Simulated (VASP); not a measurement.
Set up this calculation in VASP 6.6.1, as the native input.

```yaml
Task: single point
Functional: PBE
Potentials_or_basis: VASP PAW PBE potentials, release 64 (In_d, As)
Cutoff: 500 eV
k_mesh: 12 × 12 × 12
Occupations: gaussian, width 0.1 eV
Spin: no spin polarisation
Dipole_correction: no
Further_INCAR_settings: ALGO = Normal; EDIFF = 1e-06; NBANDS = 16
```

The structure of InAs lies in POSCAR:

```
InAs
1.0
    0.0000000000      3.0916113275      3.0916113275
    3.0916113275      0.0000000000      3.0916113275
    3.0916113275      3.0916113275      0.0000000000
In As
1 1
Direct
    0.0000000000      0.0000000000      0.0000000000
    0.2500000000      0.2500000000      0.2500000000
```

These files were run (other wordings do the same):

INCAR

```
PREC = Accurate ; ENCUT = 500
EDIFF = 1E-6 ; ISMEAR = 0
SIGMA = 0.1 ; LREAL = F
LASPH = T ; NELM = 120
ALGO = Normal ; ISIF = 2
LWAVE = F ; LCHARG = F
GGA = PE ; NBANDS = 16
GGA_COMPAT = F
```

KPOINTS

```
Automatic mesh
0
Gamma
  12 12 12
```

Potentials or basis: VASP PAW PBE potentials, release 64 (In_d, As).

Launch:

```sh
$ cat potpaw_PBE.64/In_d/POTCAR potpaw_PBE.64/As/POTCAR > POTCAR
$ mpirun -np 1 vasp_std > vasp.out
```

It gave:

```
Pressure               : 0.1 GPa
Band gap on the k mesh : zero (filled and empty bands touch)
```

Caveat: spin-orbit coupling is left out, which moves the levels of the heavy elements.

Wall time 33 s on 1 thread of Intel Xeon 6975P-C, with other jobs on the host, peak memory 0.22 GiB.
